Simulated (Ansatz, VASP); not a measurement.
Two plane-wave programs on Cd

File INCAR:

```
PREC = Accurate
ENCUT = 520
EDIFF = 1E-6
ISMEAR = -1
SIGMA = 0.1
LREAL = False
LASPH = True
NELM = 60
ALGO = Normal
ISIF = 2
LWAVE = False
LCHARG = False
GGA = RP
NBANDS = 19
```

The input KPOINTS:

```
regular mesh
0
Gamma
  19 19 9
```

Contents of POSCAR:

```
Cd
1.0
    3.1387963299      0.0000000000      0.0000000000
   -1.5693981649      2.7182773590      0.0000000000
    0.0000000000      0.0000000000      6.2133449149
Cd
2
Direct
    0.3333333333      0.6666666667      0.2500000000
    0.6666666667      0.3333333333      0.7500000000
```

Input for Ansatz:

```yaml
crystal:
  lattice:
    - [3.1387963299, 0.0, 0.0]
    - [-1.5693981649, 2.718277359, 0.0]
    - [0.0, 0.0, 6.2133449149]
  atoms:
    - { symbol: Cd, position: [0.3333333333, 0.6666666667, 0.25] }
    - { symbol: Cd, position: [0.6666666667, 0.3333333333, 0.75] }
hamiltonian:
  xc: rpbe
  pseudopotentials:
    kind: paw
    azcp:
      Cd: "pseudopotentials/Cd.paw.azcp"
basis:
  ecutwfc: 420
  fft_grid_basis: typed
kpoints:
  mp_grid: { grid: [19, 19, 9], shift: [0, 0, 0] }
magnetization:
  spin_polarized: false
scf:
  occupations: { method: fermi_dirac, width: 0.1 }
output:
  stress: true
```

Alike in both runs: task single point; functional RPBE; k mesh 19 × 19 × 9; occupations fermi-dirac, width 0.1 eV; no spin polarisation.

|  | VASP | Ansatz |
| --- | --- | --- |
| version | VASP 6.6.1 | Ansatz 0.2.0 |
| potentials or method | VASP PAW PBE potentials, release 64 (Cd), cutoff 520 eV | plane waves (420 eV) with PAW, scalar-relativistic |
| valence electrons in the cell | 24 | 40 |

```tsv
	VASP	Ansatz	Ansatz less VASP
pressure (GPa)	-1.7	-1.9	-0.14
traceless stress, the component that is largest in VASP (GPa)	0.21	0.29	+0.073
```

VASP's potentials were made for PBE, not for RPBE. The functional is the same, so the differences come from potentials, cutoffs and numerics. VASP's potentials hold 24 valence electrons a cell and Ansatz's 40, so a difference there can come from the potentials and not from the codes.
